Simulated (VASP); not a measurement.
A run of VASP 6.6.1 is set up as follows.

Contents of INCAR:

```
SYSTEM = AlSi16
PREC = Accurate
ENCUT = 520
EDIFF = 1E-6
ISMEAR = -1
SIGMA = 0.05
LREAL = Auto
LASPH = .TRUE.
NELM = 150
ALGO = Normal
ISIF = 2
LWAVE = .FALSE.
LCHARG = .FALSE.
ISPIN = 2
MAGMOM = 0 0 0 0 0 0 0 0 0 0 0 0 0 0 0 0 1
LORBIT = 11
NBANDS = 52
```

The input KPOINTS:

```
regular mesh
0
G
  2 2 2
  0 0 0
```

Contents of POSCAR:

```
AlSi16
1.0
    0.0000000000      5.4300000000      5.4300000000
    5.4300000000      0.0000000000      5.4300000000
    5.4300000000      5.4300000000      0.0000000000
Si Al
16 1
Direct
    0.0013223059     -0.0013905495      0.0014685322
    0.1236417531      0.1287669778      0.1238853265
    0.0011909203     -0.0012383970      0.4987751634
    0.1365362724      0.1211232018      0.6210464915
    0.0002388482      0.4998764140     -0.0001937656
    0.1235330823      0.6237125521      0.1237678222
    0.0012788046      0.5014188607      0.4986629010
    0.1236846647      0.6238744021      0.6286908006
    0.4985400556     -0.0014665639      0.0014958829
    0.6204142175      0.1200104996      0.1393123094
    0.4986478338      0.0006975013      0.5011344863
    0.6210658719      0.1207558463      0.6206687937
    0.4984454075      0.5015599807      0.0015661716
    0.6291617497      0.6236333300      0.1236875291
    0.4985774123      0.5014484870      0.4985846854
    0.6205984925      0.6388244676      0.6201189027
    0.7476290077      0.2512189893      0.7520488669
```

Potentials or basis: VASP PAW LDA potentials, release 64 (Si, Al).

Run with:

```bash
$ cat potpaw_LDA.64/Si/POTCAR potpaw_LDA.64/Al/POTCAR > POTCAR
$ mpirun -np 1 vasp_std > vasp.out
```

(1) Predict the pressure.

(2) Predict the largest force.

(3) Predict the net moment.

Answers

(1) 1.8 GPa.

(2) 0.052 eV/Å.

(3) 0.00 μB per cell.

Caveat: the k points lie up to 0.50 Å⁻¹ apart.
